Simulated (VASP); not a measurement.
# Ta6Si in VASP: further runs

Ta6Si is run at these levels: PBE; tasks: single point, relaxation of the atoms.

Everything below comes from runs of VASP 6.6.1. Logs are shortened: lines on timing, memory, paths and dates and some standing lists are left out, and cuts for length are marked.

### 1 The cell of the first run

The cell holds a slab with vacuum, 7 atoms: a = 4.694 Å, b = 4.694 Å, c = 19.988 Å, α = 90.00°, β = 90.00°, γ = 120.00°.

### 2 Single point, PBE

INCAR

```
PREC = Accurate ; ENCUT = 520
EDIFF = 1E-7 ; ISMEAR = 0
SIGMA = 0.1 ; LREAL = F
LASPH = T ; NELM = 100
ALGO = Normal ; ISIF = 2
LWAVE = F ; LCHARG = F
LDIPOL = T ; IDIPOL = 3
DIPOL = 0.5 0.5 0.347 ; GGA = PE
NBANDS = 44
```

KPOINTS

```
regular mesh
0
Gamma
  6 6 1
```

POSCAR

```
Ta6Si
1.0
    4.6937283334      0.0000000000      0.0000000000
   -2.3468641667      4.0648879751      0.0000000000
    0.0000000000      0.0000000000     19.9881921067
Ta Si
6 1
Direct
    0.6666666666      0.3333333333      0.2001181487
    0.3333333333      0.6666666667      0.2480516125
    0.0000000000      0.0000000000      0.2959850764
    0.6666666666      0.3333333333      0.3401842440
    0.3333333333      0.6666666667      0.3819724415
    0.0000000000      0.0000000000      0.4246603225
    0.1111111111      0.2222222222      0.5391182515
```

Potentials or basis: VASP PAW PBE potentials, release 64 (Ta_pv, Si).

Command:

```
cat potpaw_PBE.64/Ta_pv/POTCAR potpaw_PBE.64/Si/POTCAR > POTCAR
mpirun -np 1 vasp_std > vasp.out
```

OUTCAR:

```text
PREC = Accurate
   ENCUT = 520
   EDIFF = 1E-7
   ISMEAR = 0
   LREAL = F
   LASPH = T
   NELM = 100
   ISIF = 2
   GGA = PE

 ion  position               nearest neighbor table
   1  0.667  0.333  0.200-   4 2.80   2 2.87   2 2.87   2 2.87   3 3.32   3 3.32   3 3.32
   2  0.333  0.667  0.248-   5 2.68   1 2.87   1 2.87   1 2.87   3 2.87   3 2.87   3 2.87   4 3.28
                             4 3.28   4 3.28
   3  0.000  0.000  0.296-   6 2.57   4 2.85   4 2.85   4 2.85   2 2.87   2 2.87   2 2.87   5 3.21
                             5 3.21   5 3.21   1 3.32   1 3.32   1 3.32
   4  0.667  0.333  0.340-   1 2.80   5 2.84   5 2.84   5 2.84   3 2.85   3 2.85   3 2.85   6 3.19
                             6 3.19   6 3.19   2 3.28   2 3.28   2 3.28
   5  0.333  0.667  0.382-   2 2.68   4 2.84   4 2.84   4 2.84   6 2.84   6 2.84   6 2.84   3 3.21
                             3 3.21   3 3.21
   6  0.000  0.000  0.425-   7 2.46   3 2.57   5 2.84   5 2.84   5 2.84   4 3.19   4 3.19   4 3.19

   7  0.111  0.222  0.539-   6 2.46

  LATTYP: Found a hexagonal cell.
 ALAT       =     4.6937283334
 C/A-ratio  =     4.2584893473

  Lattice vectors:

 A1 = (   4.6937283334,   0.0000000000,   0.0000000000)
 A2 = (  -2.3468641667,   4.0648879751,   0.0000000000)
 A3 = (   0.0000000000,   0.0000000000,  19.9881921067)

Analysis of symmetry for initial positions (statically):
=====================================================================
 Subroutine PRICEL returns:
 Original cell was already a primitive cell.

 Routine SETGRP: Setting up the symmetry group for a
 hexagonal supercell.

 Subroutine GETGRP returns: Found  2 space group operations
 (whereof  2 operations were pure point group operations)
 out of a pool of 24 trial point group operations.

The static configuration has the point symmetry C_1h.

Analysis of symmetry for dynamics (positions and initial velocities):
=====================================================================
 Subroutine PRICEL returns:
 Original cell was already a primitive cell.

 Routine SETGRP: Setting up the symmetry group for a
 hexagonal supercell.

 Subroutine GETGRP returns: Found  2 space group operations
 (whereof  2 operations were pure point group operations)
 out of a pool of 24 trial point group operations.

The dynamic configuration has the point symmetry C_1h.

 Subroutine INISYM returns: Found  2 space group operations
 (whereof  2 operations are pure point group operations),
 and found     1 'primitive' translations

----------------------------------------------------------------------------------------

                                     Primitive cell

  volume of cell :     381.3643

  direct lattice vectors                    reciprocal lattice vectors
     4.693728333  0.000000000  0.000000000     0.213050251  0.123004620  0.000000000
    -2.346864167  4.064887975  0.000000000     0.000000000  0.246009240  0.000000000
     0.000000000  0.000000000 19.988192107     0.000000000  0.000000000  0.050029537

  length of vectors
     4.693728333  4.693728333 19.988192107     0.246009240  0.246009240  0.050029537

  position of ions in fractional coordinates (direct lattice)
     0.666666667  0.333333333  0.200118149
     0.333333333  0.666666667  0.248051612
     0.000000000  0.000000000  0.295985076
     0.666666667  0.333333333  0.340184244
     0.333333333  0.666666667  0.381972441
     0.000000000  0.000000000  0.424660323
     0.111111111  0.222222222  0.539118251

  ion indices of the primitive-cell ions
   primitive index   ion index
                 1           1
                 2           2
                 3           3
                 4           4
                 5           5
                 6           6
                 7           7

----------------------------------------------------------------------------------------

 KPOINTS: regular mesh

Automatic generation of k-mesh.
 Grid dimensions read from file:
 generate k-points for:    6    6    1

 Generating k-lattice:

  Cartesian coordinates                     Fractional coordinates (reciprocal lattice)
     0.035508375  0.020500770  0.000000000     0.166666667  0.000000000  0.000000000
     0.000000000  0.041001540  0.000000000     0.000000000  0.166666667  0.000000000
     0.000000000  0.000000000  0.050029537     0.000000000  0.000000000  1.000000000

  Length of vectors
     0.041001540  0.041001540  0.050029537

  Shift w.r.t. Gamma in fractional coordinates (k-lattice)
     0.000000000  0.000000000  0.000000000

 Subroutine IBZKPT returns following result:
 ===========================================

 Found     13 irreducible k-points:

 Following reciprocal coordinates:
            Coordinates               Weight
  0.000000  0.000000  0.000000      1.000000
  0.166667 -0.000000  0.000000      4.000000
  0.000000  0.166667  0.000000      2.000000
  0.333333 -0.000000  0.000000      4.000000
  0.000000  0.333333  0.000000      2.000000
  0.500000  0.000000  0.000000      2.000000
  0.000000  0.500000  0.000000      1.000000
  0.166667  0.166667  0.000000      4.000000
 -0.333333  0.166667  0.000000      2.000000
  0.333333  0.166667  0.000000      4.000000
 -0.166667  0.500000  0.000000      4.000000
  0.500000  0.333333  0.000000      4.000000
  0.333333  0.333333  0.000000      2.000000
   k-points           NKPTS =     13   k-points in BZ     NKDIM =     13   number of bands    NBANDS=     44
   number of dos      NEDOS =    301   number of ions     NIONS =      7
   total plane-waves  NPLWV = 194400
   dimension x,y,z NGX =    36 NGY =   36 NGZ =  150
   dimension x,y,z NGXF=    72 NGYF=   72 NGZF=  300
   ions per type =               6   1
   NGX,Y,Z   is equivalent  to a cutoff of  12.75, 12.75, 12.48 a.u.
   NGXF,Y,Z  is equivalent  to a cutoff of  25.50, 25.50, 24.95 a.u.
 SYSTEM =  unknown system
   PREC   = accura    normal or accurate (medium, high low for compatibility)
   ISTART =      0    job   : 0-new  1-cont  2-samecut
   ICHARG =      2    charge: 1-file 2-atom 10-const
   ISPIN  =      1    spin polarized calculation?
   LNONCOLLINEAR =      F non collinear calculations
   LSORBIT =      F    spin-orbit coupling
   LASPH  =      T    aspherical Exc in radial PAW
   ENCUT  =  520.0 eV  38.22 Ry    6.18 a.u.   8.73  8.73 37.16*2*pi/ulx,y,z
   NELM   =    100;   NELMIN=  2; NELMDL= -5     # of ELM steps
   EDIFF  = 0.1E-06   stopping-criterion for ELM
   LREAL  =      F    real-space projection
   EDIFFG = 0.1E-05   stopping-criterion for IOM
   NSW    =      0    number of steps for IOM
   IBRION =     -1    ionic relax: 0-MD 1-quasi-New 2-CG
   NFREE  =      0    steps in history (QN), initial steepest desc. (CG)
   ISIF   =      2    stress and relaxation
   ISYM   =      2    0-nonsym 1-usesym 2-fastsym
   POTIM  = 0.5000    time-step for ionic-motion
   TEBEG  =    0.0;   TEEND  =   0.0 temperature during run
   PSTRESS=    0.0 pullay stress
   NELECT =      70.0000    total number of electrons
   NUPDOWN=      -1.0000    fix difference up-down
   EMIN   =  10.00;   EMAX   =-10.00  energy-range for DOS
   EFERMI =   0.00;   METHOD = LEGACY
   ISMEAR =     0;   SIGMA  =   0.10  broadening in eV -4-tet -1-fermi 0-gaus
   EFERMI_NEDOS =   21; number of points for ismear=-14 and -15
   IALGO  =     38    algorithm
   IMIX   =      4    mixing-type and parameters
     AMIX     =   0.40;   BMIX     =  1.00
     AMIX_MAG =   1.60;   BMIX_MAG =  1.00
  volume/ion in A,a.u.               =      54.48       367.65
  Fermi-wavevector in a.u.,A,eV,Ry     =   0.930381  1.758165 11.777323  0.865609
  Thomas-Fermi vector in A             =   2.056763
   LORBIT       =      0    0 simple, 1 ext, 2 COOP (PROOUT), +10 PAW based schemes
   GGA     = PE    functional components
   LHFCALC =     F    Hartree Fock is set to
   AEXX    =    0.0000 exact exchange contribution
   IVDW    =     0    specifies the selected vdW correction
   LEPSILON=     F    determine dielectric tensor
   LRPA    =     F    only Hartree local field effects (RPA)
 non-spin polarized calculation
 Gauss-broadening in eV      SIGMA  =   0.10
  energy-cutoff  :      520.00
  volume of cell :      381.36
 maximum number of plane-waves:     10285
   NGX = 17   NGY = 17   NGZ = 75

 dipolmoment           0.000000      0.000000     -0.622827 electrons x Angstroem

 number of electron      69.9999991 magnetization

 dipolmoment           0.000000      0.000000      0.156133 electrons x Angstroem

 Free energy of the ion-electron system (eV)
  ---------------------------------------------------
  ext. energy  EPLUGINS =         0.00000000
  ---------------------------------------------------
  free energy    TOTEN  =       -67.72788702 eV

  energy without entropy =      -67.69360139  energy(sigma->0) =      -67.71074421

 E-fermi :  -0.7499     XC(G=0):  -5.3927

 val. band max:       -0.7784571202   @ k =   0.1667   0.1667   0.0000
 cond. band min:      -0.7432205647   @ k =   0.3333   0.3333   0.0000
 fundamental gap:      0.0352365555
 Fermi energy:        -0.7499387059

 k-point     1 :       0.0000    0.0000    0.0000
  band No.  band energies     occupation
      1     -35.3358      2.00000
      2     -35.2149      2.00000
      3     -35.1302      2.00000
      4     -35.1278      2.00000
      5     -34.9960      2.00000
      6     -34.9895      2.00000
[... 36 lines left out ...]
     43       1.6214      0.00000
     44       1.8699      0.00000

 k-point     2 :       0.1667   -0.0000    0.0000
  band No.  band energies     occupation
      1     -35.3461      2.00000
      2     -35.2327      2.00000
      3     -35.1693      2.00000
      4     -35.1430      2.00000
      5     -35.0282      2.00000
      6     -35.0012      2.00000
[... 509 lines left out ...]
 k-point    13 :       0.3333    0.3333    0.0000
  band No.  band energies     occupation
      1     -35.3763      2.00000
      2     -35.3350      2.00000
      3     -35.1669      2.00000
      4     -35.1310      2.00000
      5     -35.1000      2.00000
      6     -34.9409      2.00000
[... 36 lines left out ...]
     43       0.9222      0.00000
     44       1.4612      0.00000

------------------------ aborting loop because EDIFF is reached ----------------------------------------

 vacuum level on the upper side and lower side of the slab       (xc-potential included)         0.565        -0.848

  FORCE on cell =-STRESS in cart. coord.  units (eV):
  Direction    XX          YY          ZZ          XY          YZ          ZX
  --------------------------------------------------------------------------------------
  -------------------------------------------------------------------------------------
  Total       -3.9896259     -4.2974400     -2.9019612      0.0000000      2.4199861      0.0000000
  in kB      -16.7611075    -18.0542877    -12.1916404      0.0000000     10.1667796      0.0000000
  external PRESSURE =     -15.6690119 kB  Pullay stress =       0.0000000 kB

 VOLUME and BASIS-vectors are now :
 -----------------------------------------------------------------------------
  energy-cutoff  :      520.00
  volume of cell :      381.36
      direct lattice vectors                 reciprocal lattice vectors
     4.693728333  0.000000000  0.000000000     0.213050251  0.123004620  0.000000000
    -2.346864167  4.064887975  0.000000000     0.000000000  0.246009240  0.000000000
     0.000000000  0.000000000 19.988192107     0.000000000  0.000000000  0.050029537

 POSITION                                       TOTAL-FORCE (eV/Angst)
 -----------------------------------------------------------------------------------
      2.34686      1.35496      4.00000         0.000000     -0.043336      1.855082
     -0.00000      2.70993      4.95810         0.000000     -0.068697     -0.443460
      0.00000      0.00000      5.91621         0.000000      0.067017     -1.905556
      2.34686      1.35496      6.79967         0.000000      0.023678     -0.004509
     -0.00000      2.70993      7.63494         0.000000     -0.433697      1.160586
      0.00000      0.00000      8.48819        -0.000000     -0.343182     -0.650786
      0.00000      0.90331     10.77600        -0.000000      0.798217     -0.011357
 -----------------------------------------------------------------------------------
    total drift:                                0.000000      0.000185      0.000153

  FREE ENERGIE OF THE ION-ELECTRON SYSTEM (eV)
  ---------------------------------------------------
  free  energy   TOTEN  =       -67.7278870182 eV

  energy  without entropy=      -67.6936013930  energy(sigma->0) =      -67.71074421

 vacuum level on the upper side and lower side of the slab         4.033         2.574
```

Wall time 19 min (1 thread of AMD EPYC, shared host); peak memory 0.53 GiB.

Results:

```
Free energy            : -67.7279 eV
Largest force          : 1.907 eV/Å
Band gap on the k mesh : 0.04 eV (least direct gap 0.06 eV)
```

Forces in eV/Å, atoms in the order of the input:
```
Ta   0.000 -0.043  1.855
Ta   0.000 -0.069 -0.443
Ta   0.000  0.067 -1.906
Ta   0.000  0.024 -0.005
Ta   0.000 -0.434  1.161
Ta   0.000 -0.343 -0.651
Si   0.000  0.798 -0.011
```

Caveat: spin-orbit coupling is left out, which moves the levels of the heavy elements.

### 3 Relaxation of the atoms, PBE

INCAR

```
  PREC = Accurate
  ENCUT = 520
  EDIFF = 1E-6
  ISMEAR = 0
  SIGMA = 0.1
  LREAL = False
  LASPH = True
  NELM = 80
  ALGO = Normal
  ISIF = 2
  LWAVE = False
  LCHARG = False
  LDIPOL = True
  IDIPOL = 3
  DIPOL = 0.5 0.5 0.343
  GGA = PE
  IBRION = 2
  NSW = 36
  EDIFFG = -0.025
  KPAR = 4
```

KPOINTS is that of step 2.

POSCAR

```
Ta6Si
1.0
    4.6937283334      0.0000000000      0.0000000000
   -2.3468641667      4.0648879751      0.0000000000
    0.0000000000      0.0000000000     19.9881921067
Ta Si
6 1
Selective dynamics
Direct
    0.6666666667      0.3333333333      0.2001181487  F F F
    0.3333333333      0.6666666667      0.2480516125  F F F
    0.0000000000      0.0000000000      0.2959850764  F F F
    0.6666666667      0.3333333333      0.3401842440  F F F
    0.3333333333      0.6666666667      0.3819724415  F F F
    0.0000000000      0.0000000000      0.4246603225  F F F
    0.2222222222      0.4444444444      0.5077093542  F F T
```

Potentials or basis: VASP PAW PBE potentials, release 64 (Ta_pv, Si).

Command:

```
cat potpaw_PBE.64/Ta_pv/POTCAR potpaw_PBE.64/Si/POTCAR > POTCAR
mpirun -np 4 vasp_std > vasp.out
```

Run time: 8.4 min. Hardware: 4 MPI ranks of AMD EPYC 7R43 (Zen 3), shared host; peak memory 0.56 GiB.

The run converged. Its results:

| Item | Value |
| --- | --- |
| Free energy | -69.0311 eV |
| Energy gained by relaxing | 2.4 meV/atom |
| Ionic steps | 3 |
| Band gap on the k mesh | zero (bands 35 and 36 overlap by 0.15 eV) |

The path:
```
step  energy change (eV)  largest force on free atoms (eV/Å)  pressure (GPa)
   1              0.0000                              0.4968           -0.98
   2             -0.0099                              0.3268           -0.88
   3             -0.0168                              0.0006           -0.68
```

Final structure:
```
CELL_PARAMETERS angstrom
4.69373 0.00000 0.00000
-2.34686 4.06489 0.00000
0.00000 0.00000 19.98819
ATOMIC_POSITIONS crystal
Ta 0.66667 0.33333 0.20012
Ta 0.33333 0.66667 0.24805
Ta 0.00000 0.00000 0.29599
Ta 0.66667 0.33333 0.34018
Ta 0.33333 0.66667 0.38197
Ta 0.00000 0.00000 0.42466
Si 0.22222 0.44444 0.50442
```

Levels at points of the mesh, in eV from the Fermi level:
```
           k point  band 33  band 34  band 35  band 36  band 37  band 38
(0.00, 0.00, 0.00)    -0.50    -0.50    -0.08     0.09     0.20     0.63
(0.50, 0.00, 0.00)    -0.74    -0.43    -0.06     0.23     0.46     0.72
(0.00, 0.50, 0.00)    -0.67    -0.26    -0.20     0.05     0.08     0.51
```

Caveat: spin-orbit coupling is left out, which moves the levels of the heavy elements.
